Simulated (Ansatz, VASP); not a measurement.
**Cu: VASP beside Ansatz**

```xyz
16
Lattice="3.6298 3.6298 -3.6298 -3.6298 -3.6298 -3.6298 -3.6298 3.6298 3.6298" Properties=species:S:1:pos:R:3 pbc="T T T"
Cu   -1.8149   -1.8149   -3.6298
Cu    0.0000    0.0000   -3.6298
Cu    1.8149    1.8149   -3.6298
Cu   -1.8149    1.8149   -3.6298
Cu   -3.6298   -1.8149   -1.8149
Cu   -1.8149    0.0000   -1.8149
Cu    0.0000    1.8149   -1.8149
Cu    1.8149    3.6298   -1.8149
Cu    0.0000    0.0000    0.0000
Cu   -3.6298    1.8149   -1.8149
Cu   -1.8149    3.6298   -1.8149
Cu   -3.6298    0.0000    0.0000
Cu   -1.8149    1.8149    0.0000
Cu    0.0000    3.6298    0.0000
Cu   -3.6298    1.8149    1.8149
Cu   -1.8149    3.6298    1.8149
```

Alike in both runs: task single point; functional PBE; k mesh 5 × 5 × 5; occupations gaussian, width 0.1 eV; no spin polarisation.

|  | VASP | Ansatz |
| --- | --- | --- |
| version | VASP 6.6.1 | Ansatz 0.2.0 |
| potentials or method | VASP PAW PBE potentials, release 64 (Cu), cutoff 520 eV | scalar-relativistic, plane waves, PAW |
| valence electrons in the cell | 176 | 304 |

```csv
,VASP,Ansatz,Ansatz less VASP
gap on the k mesh at the Fermi level (eV),none,none,-
pressure (GPa),0.4,0.0,-0.45
```

A gap of «none» marks a metal or a gap that the smearing closes. VASP's potentials hold 176 valence electrons a cell and Ansatz's 304, so a difference there can come from the potentials and not from the codes.
